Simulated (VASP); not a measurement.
Wanted: the native input for a VASP 6.6.1 run.

```yaml
Task: relaxation of cell and atoms
Functional: PBE
Potentials_or_basis: VASP PAW PBE potentials, release 64 (Hf_pv, F)
Cutoff: 600 eV
k_mesh: 8 × 8 × 8
Occupations: gaussian, width 0.1 eV
Spin: no spin polarisation
Dipole_correction: no
Further_INCAR_settings: ALGO = Normal; EDIFF = 1e-06; IBRION = 2; EDIFFG = -0.01; NSW = 100; ISIF = 3
```

The structure of Hf2F3 lies in POSCAR:

```
Hf2F3
1.0
    4.3799737959      0.0000000000      0.0000000000
    0.0000000000      4.3799737959      0.0000000000
    0.0000000000      0.0000000000      4.3799737959
Hf F
2 3
Direct
    0.5000000000      0.5000000000      0.5000000000
    0.0000000000      0.0000000000      0.0000000000
    0.0000000000      0.5000000000      0.5000000000
    0.5000000000      0.0000000000      0.5000000000
    0.5000000000      0.5000000000      0.0000000000
```

The input as run:

INCAR

```
ALGO = Normal ; EDIFF = 1E-6
EDIFFG = -0.01 ; ENCUT = 600
GGA = PE ; IBRION = 2
ISIF = 3 ; ISMEAR = 0
LASPH = T ; LCHARG = F
LREAL = F ; LWAVE = F
NELM = 100 ; NSW = 100
PREC = Accurate ; SIGMA = 0.1
```

KPOINTS

```
k-points
0
Gamma
  8 8 8
```

Potentials or basis: VASP PAW PBE potentials, release 64 (Hf_pv, F).

The run is started by

```bash
$ cat potpaw_PBE.64/Hf_pv/POTCAR potpaw_PBE.64/F/POTCAR > POTCAR
$ mpirun -np 1 vasp_std > vasp.out
```

Results of the run:

```yaml
Relaxed_volume: 16.36 Å³/atom
Relaxed_cell: a = 4.341 Å, b = 4.341 Å, c = 4.341 Å, α = 90.00°, β = 90.00°, γ = 90.00°
Space_group_after_relaxing_to_0.05_Å: Pm-3m (No. 221)
Energy_gained_by_relaxing: 3.0 meV/atom
Ionic_steps: 3
Pressure_after_relaxing: 0.0 GPa
```

Run time: 4.6 min on 1 thread of Intel Xeon 8259CL, on a shared host, peak memory 0.26 GiB.
